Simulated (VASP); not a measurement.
# Rb3AlAs2 (P6/mmm) in VASP: a series of runs, part 2 of 2

VASP 6.6.1. The steps go on from the part before.

## Step 4: Single point, PBE

This run uses another cell than the first one, of 65.14 Å³/atom.

Contents of INCAR:

```
PREC     = Accurate       # precision mode
ENCUT    = 520            # plane-wave cutoff, eV
EDIFF    = 1E-6           # SCF threshold, eV
ISMEAR   = 0              # smearing method
SIGMA    = 0.02           # smearing width, eV
LREAL    = False          # projectors in reciprocal space
LASPH    = True           # aspherical terms in the spheres
NELM     = 100            # most SCF steps
ALGO     = Normal         # electronic algorithm
ISIF     = 2              # what is computed and relaxed
LWAVE    = False          # write WAVECAR
LCHARG   = False          # write CHGCAR
GGA      = PE             # functional
NBANDS   = 29             # bands
```

Contents of KPOINTS:

```
regular mesh
0
Gamma
  6 6 4
```

Contents of POSCAR:

```
Rb3AlAs2
1.0
    6.4233719977      0.0000000000      0.0000000000
   -3.2116859988      5.5628033279      0.0000000000
    0.0000000000      0.0000000000     10.9382894042
Rb Al As
3 1 2
Direct
    0.3333333333      0.6666666667      0.5000000000
    0.6666666667      0.3333333333      0.5000000000
    0.0000000000      0.0000000000      0.0000000000
    0.0000000000      0.0000000000      0.5000000000
    0.0000000000      0.0000000000      0.7047991634
    0.0000000000      0.0000000000      0.2952008366
```

Potentials or basis: VASP PAW PBE potentials, release 64 (Rb_sv, Al, As).

Run with:

```bash
$ cat potpaw_PBE.64/Rb_sv/POTCAR potpaw_PBE.64/Al/POTCAR potpaw_PBE.64/As/POTCAR > POTCAR
$ mpirun -np 1 vasp_std > vasp.out
```

OUTCAR:

```text
PREC = Accurate
   ENCUT = 520
   EDIFF = 1E-6
   ISMEAR = 0
   LREAL = False
   LASPH = True
   NELM = 100
   ISIF = 2
   GGA = PE

 ion  position               nearest neighbor table
   1  0.333  0.667  0.500-   2 3.71   4 3.71   2 3.71   4 3.71   4 3.71   2 3.71   5 4.33   6 4.33
                             6 4.33   5 4.33   6 4.33   5 4.33
   2  0.667  0.333  0.500-   1 3.71   4 3.71   1 3.71   4 3.71   4 3.71   1 3.71   5 4.33   6 4.33
                             5 4.33   6 4.33   5 4.33   6 4.33
   3  0.000  0.000  0.000-   5 3.23   6 3.23
   4  0.000  0.000  0.500-   5 2.24   6 2.24   1 3.71   2 3.71   1 3.71   2 3.71   2 3.71   1 3.71

   5  0.000  0.000  0.705-   4 2.24   3 3.23   1 4.33   2 4.33   1 4.33   2 4.33   2 4.33   1 4.33

   6  0.000  0.000  0.295-   4 2.24   3 3.23   1 4.33   2 4.33   1 4.33   2 4.33   2 4.33   1 4.33

  LATTYP: Found a hexagonal cell.
 ALAT       =     6.4233719977
 C/A-ratio  =     1.7028889823

  Lattice vectors:

 A1 = (   6.4233719977,   0.0000000000,   0.0000000000)
 A2 = (  -3.2116859988,   5.5628033279,   0.0000000000)
 A3 = (   0.0000000000,   0.0000000000,  10.9382894042)

Analysis of symmetry for initial positions (statically):
=====================================================================
 Subroutine PRICEL returns:
 Original cell was already a primitive cell.

 Routine SETGRP: Setting up the symmetry group for a
 hexagonal supercell.

 Subroutine GETGRP returns: Found 24 space group operations
 (whereof 24 operations were pure point group operations)
 out of a pool of 24 trial point group operations.

The static configuration has the point symmetry D_6h.

Analysis of symmetry for dynamics (positions and initial velocities):
=====================================================================
 Subroutine PRICEL returns:
 Original cell was already a primitive cell.

 Routine SETGRP: Setting up the symmetry group for a
 hexagonal supercell.

 Subroutine GETGRP returns: Found 24 space group operations
 (whereof 24 operations were pure point group operations)
 out of a pool of 24 trial point group operations.

The dynamic configuration has the point symmetry D_6h.

 Subroutine INISYM returns: Found 24 space group operations
 (whereof 24 operations are pure point group operations),
 and found     1 'primitive' translations

----------------------------------------------------------------------------------------

                                     Primitive cell

  volume of cell :     390.8465

  direct lattice vectors                    reciprocal lattice vectors
     6.423371998  0.000000000  0.000000000     0.155681471  0.089882739  0.000000000
    -3.211685999  5.562803328  0.000000000     0.000000000  0.179765478  0.000000000
     0.000000000  0.000000000 10.938289404     0.000000000  0.000000000  0.091421973

  length of vectors
     6.423371998  6.423371998 10.938289404     0.179765478  0.179765478  0.091421973

  position of ions in fractional coordinates (direct lattice)
     0.333333333  0.666666667  0.500000000
     0.666666667  0.333333333  0.500000000
     0.000000000  0.000000000  0.000000000
     0.000000000  0.000000000  0.500000000
     0.000000000  0.000000000  0.704799163
     0.000000000  0.000000000  0.295200837

[... 38 lines left out ...]
  0.166667 -0.000000  0.000000      6.000000
  0.333333 -0.000000  0.000000      6.000000
  0.500000 -0.000000  0.000000      3.000000
  0.166667  0.166667  0.000000      6.000000
  0.333333  0.166667  0.000000     12.000000
[... 13 lines left out ...]
  0.333333  0.166667  0.500000     12.000000
  0.333333  0.333333  0.500000      2.000000
   k-points           NKPTS =     21   k-points in BZ     NKDIM =     21   number of bands    NBANDS=     29
   number of dos      NEDOS =    301   number of ions     NIONS =      6
   total plane-waves  NPLWV = 193536
   dimension x,y,z NGX =    48 NGY =   48 NGZ =   84
   dimension x,y,z NGXF=    96 NGYF=   96 NGZF=  168
   ions per type =               3   1   2
   NGX,Y,Z   is equivalent  to a cutoff of  12.42, 12.42, 12.77 a.u.
   NGXF,Y,Z  is equivalent  to a cutoff of  24.85, 24.85, 25.53 a.u.
 SYSTEM =  unknown system
   PREC   = accura    normal or accurate (medium, high low for compatibility)
   ISTART =      0    job   : 0-new  1-cont  2-samecut
   ICHARG =      2    charge: 1-file 2-atom 10-const
   ISPIN  =      1    spin polarized calculation?
   LNONCOLLINEAR =      F non collinear calculations
   LSORBIT =      F    spin-orbit coupling
   LASPH  =      T    aspherical Exc in radial PAW
   ENCUT  =  520.0 eV  38.22 Ry    6.18 a.u.  11.94 11.94 20.34*2*pi/ulx,y,z
   NELM   =    100;   NELMIN=  2; NELMDL= -5     # of ELM steps
   EDIFF  = 0.1E-05   stopping-criterion for ELM
   LREAL  =      F    real-space projection
   EDIFFG = 0.1E-04   stopping-criterion for IOM
   NSW    =      0    number of steps for IOM
   IBRION =     -1    ionic relax: 0-MD 1-quasi-New 2-CG
   NFREE  =      0    steps in history (QN), initial steepest desc. (CG)
   ISIF   =      2    stress and relaxation
   ISYM   =      2    0-nonsym 1-usesym 2-fastsym
   POTIM  = 0.5000    time-step for ionic-motion
   TEBEG  =    0.0;   TEEND  =   0.0 temperature during run
   PSTRESS=    0.0 pullay stress
   NELECT =      40.0000    total number of electrons
   NUPDOWN=      -1.0000    fix difference up-down
   EMIN   =  10.00;   EMAX   =-10.00  energy-range for DOS
   EFERMI =   0.00;   METHOD = LEGACY
   ISMEAR =     0;   SIGMA  =   0.02  broadening in eV -4-tet -1-fermi 0-gaus
   EFERMI_NEDOS =   21; number of points for ismear=-14 and -15
   IALGO  =     38    algorithm
   IMIX   =      4    mixing-type and parameters
     AMIX     =   0.40;   BMIX     =  1.00
     AMIX_MAG =   1.60;   BMIX_MAG =  1.00
  volume/ion in A,a.u.               =      65.14       439.59
  Fermi-wavevector in a.u.,A,eV,Ry     =   0.765760  1.447077  7.978301  0.586389
  Thomas-Fermi vector in A             =   1.865951
   LORBIT       =      0    0 simple, 1 ext, 2 COOP (PROOUT), +10 PAW based schemes
   GGA     = PE    functional components
   LHFCALC =     F    Hartree Fock is set to
   AEXX    =    0.0000 exact exchange contribution
   IVDW    =     0    specifies the selected vdW correction
   LEPSILON=     F    determine dielectric tensor
   LRPA    =     F    only Hartree local field effects (RPA)
 non-spin polarized calculation
 Gauss-broadening in eV      SIGMA  =   0.02
  energy-cutoff  :      520.00
  volume of cell :      390.85
 maximum number of plane-waves:     10596
 NGX is ok and might be reduce to    48
   NGX = 23   NGY = 23   NGZ = 41

 number of electron      39.9999999 magnetization

 Free energy of the ion-electron system (eV)
  ---------------------------------------------------
  ext. energy  EPLUGINS =         0.00000000
  ---------------------------------------------------
  free energy    TOTEN  =       -16.60228319 eV

  energy without entropy =      -16.60228319  energy(sigma->0) =      -16.60228319

 E-fermi :  -0.5888     XC(G=0):  -5.3270

 val. band max:       -0.6843666968   @ k =   0.0000   0.0000   0.5000
 cond. band min:      -0.0120553294   @ k =   0.0000   0.0000   0.0000
 fundamental gap:      0.6723113673
 Fermi energy:        -0.5887972900

 k-point     1 :       0.0000    0.0000    0.0000
  band No.  band energies     occupation
      1     -28.6960      2.00000
      2     -28.6692      2.00000
      3     -28.6044      2.00000
      4     -13.0229      2.00000
      5     -13.0229      2.00000
      6     -12.8289      2.00000
[... 661 lines left out ...]
     28       2.5145      0.00000
     29       3.4297      0.00000

------------------------ aborting loop because EDIFF is reached ----------------------------------------

  FORCE on cell =-STRESS in cart. coord.  units (eV):
  Direction    XX          YY          ZZ          XY          YZ          ZX
  --------------------------------------------------------------------------------------
  -------------------------------------------------------------------------------------
  Total        0.0519042      0.0519042      0.1701015      0.0000000     -0.0000000      0.0000000
  in kB        0.2127684      0.2127684      0.6972885      0.0000000     -0.0000000      0.0000000
  external PRESSURE =       0.3742751 kB  Pullay stress =       0.0000000 kB

 VOLUME and BASIS-vectors are now :
 -----------------------------------------------------------------------------
  energy-cutoff  :      520.00
  volume of cell :      390.85
      direct lattice vectors                 reciprocal lattice vectors
     6.423371998  0.000000000  0.000000000     0.155681471  0.089882739  0.000000000
    -3.211685999  5.562803328  0.000000000     0.000000000  0.179765478  0.000000000
     0.000000000  0.000000000 10.938289404     0.000000000  0.000000000  0.091421973

 POSITION                                       TOTAL-FORCE (eV/Angst)
 -----------------------------------------------------------------------------------
     -0.00000      3.70854      5.46914        -0.000000      0.000000      0.000000
      3.21169      1.85427      5.46914         0.000000     -0.000000      0.000000
      0.00000      0.00000      0.00000         0.000000     -0.000000      0.000000
      0.00000      0.00000      5.46914         0.000000     -0.000000      0.000000
      0.00000      0.00000      7.70930         0.000000     -0.000000      0.033899
      0.00000      0.00000      3.22899        -0.000000     -0.000000     -0.033899
 -----------------------------------------------------------------------------------
    total drift:                                0.000000     -0.000000     -0.000000

  FREE ENERGIE OF THE ION-ELECTRON SYSTEM (eV)
  ---------------------------------------------------
  free  energy   TOTEN  =       -16.6022831942 eV

  energy  without entropy=      -16.6022831942  energy(sigma->0) =      -16.60228319
```

Wall time 3 min (1 thread of Intel Xeon 6975P-C (Granite Rapids), shared host); peak memory 0.59 GiB.

Results:

```
Free energy            : -16.6023 eV
Pressure               : 0.0 GPa
Largest force          : 0.034 eV/Å
Band gap on the k mesh : 0.67 eV (least direct gap 0.72 eV)
```

Forces on the atoms (eV/Å):
```
Rb   0.000  0.000  0.000
Rb   0.000  0.000  0.000
Rb   0.000  0.000  0.000
Al   0.000  0.000  0.000
As   0.000  0.000  0.034
As   0.000  0.000 -0.034
```

Levels at points of the mesh, in eV from the valence-band top:
```csv
k point,band 18,band 19,band 20,band 21,band 22,band 23
"(0.00, 0.00, 0.00)",-0.91,-0.05,-0.05,0.67,2.04,2.79
"(0.50, 0.00, 0.00)",-0.85,-0.33,-0.18,1.88,1.97,2.54
"(0.00, 0.00, 0.50)",-0.93,0.00,0.00,1.11,1.48,2.64
"(0.50, 0.00, 0.50)",-0.87,-0.31,-0.14,2.05,2.43,2.55
```

Caveat: semilocal functionals underestimate gaps, and a narrow one can read as zero. A k mesh can miss the band edges.

## Step 5: Relaxation of cell and atoms, PBE

Contents of INCAR:

```
SYSTEM = Rb3AlAs2
PREC = Accurate
ENCUT = 600
EDIFF = 1E-6
ISMEAR = 0
SIGMA = 0.1
LREAL = .FALSE.
LASPH = .TRUE.
NELM = 80
ALGO = Normal
ISIF = 3
LWAVE = .FALSE.
LCHARG = .FALSE.
GGA = PE
IBRION = 2
NSW = 90
EDIFFG = -0.04
```

Contents of KPOINTS:

```
regular mesh
0
G
  6 6 2
  0 0 0
```

Contents of POSCAR:

```
Rb3AlAs2
1.0
    5.5314446900      0.0000000000      0.0000000000
   -2.7657223400      4.7903716200      0.0000000000
    0.0000000000      0.0000000000      8.5836318600
Rb Al As
3 1 2
Direct
    0.3333333300      0.6666666700      0.5000000000
    0.6666666700      0.3333333300      0.5000000000
    0.0000000000      0.0000000000      0.0000000000
    0.0000000000      0.0000000000      0.5000000000
    0.0000000000      0.0000000000      0.7093403200
    0.0000000000      0.0000000000      0.2906596800
```

Run with:

```bash
$ cat potpaw_PBE.64/Rb_sv/POTCAR potpaw_PBE.64/Al/POTCAR potpaw_PBE.64/As/POTCAR > POTCAR
$ mpirun -np 1 vasp_std > vasp.out
```

It took 18 min on 1 thread of Intel Xeon 6975P-C (Granite Rapids), shared host; peak memory 0.5 GiB.

The run converged. Its results:

```yaml
Free_energy: -16.5878 eV
Relaxed_volume: 65.43 Å³/atom
Relaxed_cell: a = 6.433 Å, b = 6.433 Å, c = 10.952 Å, α = 90.00°, β = 90.00°, γ = 120.00°
Space_group_after_relaxing_to_0.1_Å: P6/mmm (No. 191)
Energy_gained_by_relaxing: 1564.1 meV/atom
Ionic_steps: 18
Pressure_after_relaxing: 0.0 GPa
Band_gap_on_the_k_mesh: 0.66 eV (least direct gap 0.71 eV)
```

Step by step:
| step | energy change (eV) | largest force (eV/Å) | pressure (GPa) | volume (Å³) |
| --- | --- | --- | --- | --- |
| 1 | 0.0000 | 10.9565 | 24.27 | 227.45 |
| 2 | -1.3756 | 0.8319 | 0.14 | 435.83 |
| 3 | -1.7724 | 1.1672 | 0.10 | 416.79 |
| 4 | -2.2963 | 1.5899 | 0.03 | 396.95 |
| 5 | -5.6311 | 4.4823 | 0.82 | 308.86 |
| 6 | -6.5857 | 4.8360 | 5.40 | 267.34 |
| 7 | -6.5900 | 5.0201 | 3.42 | 279.08 |
| 8 | -6.6253 | 4.9966 | 4.01 | 275.13 |
| 9 | -8.5310 | 2.6202 | 0.38 | 326.44 |
| 10 | -9.0185 | 1.4679 | -0.82 | 380.52 |
| 11 | -9.1155 | 2.3387 | 1.47 | 374.20 |
| 12 | -9.3541 | 0.2153 | 0.22 | 377.18 |
| 13 | -9.3543 | 0.2615 | 0.24 | 377.10 |
| 14 | -9.3699 | 0.1616 | 0.15 | 381.85 |
| 15 | -9.3824 | 0.1323 | -0.10 | 396.21 |
| 16 | -9.3839 | 0.0625 | -0.05 | 392.77 |
| 17 | -9.3831 | 0.1075 | 0.07 | 392.19 |
| 18 | -9.3843 | 0.0019 | 0.00 | 392.56 |

Final structure:
```
Rb Al As
1.0
     6.43331    0.00000    0.00000
    -3.21665    5.57141    0.00000
     0.00000    0.00000   10.95240
Rb Al As
3 1 2
Direct
  0.33333 0.66667 0.50000
  0.66667 0.33333 0.50000
  0.00000 0.00000 0.00000
  0.00000 0.00000 0.50000
  0.00000 0.00000 0.70474
  0.00000 0.00000 0.29526
```

Levels at points of the mesh, in eV from the valence-band top:
```csv
k point,band 17,band 18,band 19,band 20,band 21,band 22,band 23,band 24
"(0.00, 0.00, 0.00)",-0.91,-0.91,-0.05,-0.05,0.66,2.02,2.78,2.78
"(0.50, 0.00, 0.00)",-1.09,-0.85,-0.33,-0.18,1.86,1.96,2.53,2.84
"(0.00, 0.00, 0.50)",-0.93,-0.93,0.00,0.00,1.10,1.47,2.63,2.63
"(0.50, 0.00, 0.50)",-1.37,-0.87,-0.31,-0.13,2.04,2.42,2.53,2.72
```

Caveat: the volume moved by over 15 % at a fixed basis, so the end points are rough; semilocal functionals underestimate gaps, and a narrow one can read as zero. A k mesh can miss the band edges.

## Step 6: Overview

```csv
task,cell,k mesh,cutoff (eV),smearing,gap on the mesh (eV),pressure (GPa),largest force (eV/Å)
single point,"a = 5.531, b = 5.531, c = 8.584 Å, angles 90.0, 90.0, 120.0°, 6 atoms, atomic positions A",6 × 6 × 2,520,gaussian 0.1 eV,0.07,24.3,10.96
single point,"a = 6.359, b = 6.359, c = 10.868 Å, angles 90.0, 90.0, 120.0°, 6 atoms, atomic positions B",6 × 6 × 2,520,gaussian 0.1 eV,0.70,0.3,0.05
single point,"a = 6.423, b = 6.423, c = 10.938 Å, angles 90.0, 90.0, 120.0°, 6 atoms, atomic positions C",6 × 6 × 4,520,gaussian 0.02 eV,0.67,0.0,0.03
relaxation of cell and atoms,"relaxed from a = 5.531, b = 5.531, c = 8.584 Å, angles 90.0, 90.0, 120.0°, 6 atoms, atomic positions A",6 × 6 × 2,600,gaussian 0.1 eV,0.66,0.0,-
```

Alike in all rows: level PBE; potentials or basis VASP PAW PBE potentials, release 64 (Rb_sv, Al, As); no spin polarisation.

Caveats: semilocal functionals underestimate gaps, and a narrow one can read as zero; the stress differs along the axes, from 5 to 63 GPa (at least some runs); the smearing spreads over this small gap (at least some runs); forces of over 1 eV/Å act on the atoms, so gaps and moduli don't describe the material at rest (at least some runs); the volume moved by over 15 % at a fixed basis, so the end points are rough (at least some runs).

Total energies depend on the potentials used, so only differences within one code and one set of settings carry meaning.

The gap in the log of VASP goes by the Fermi energy; the results here count the filled bands.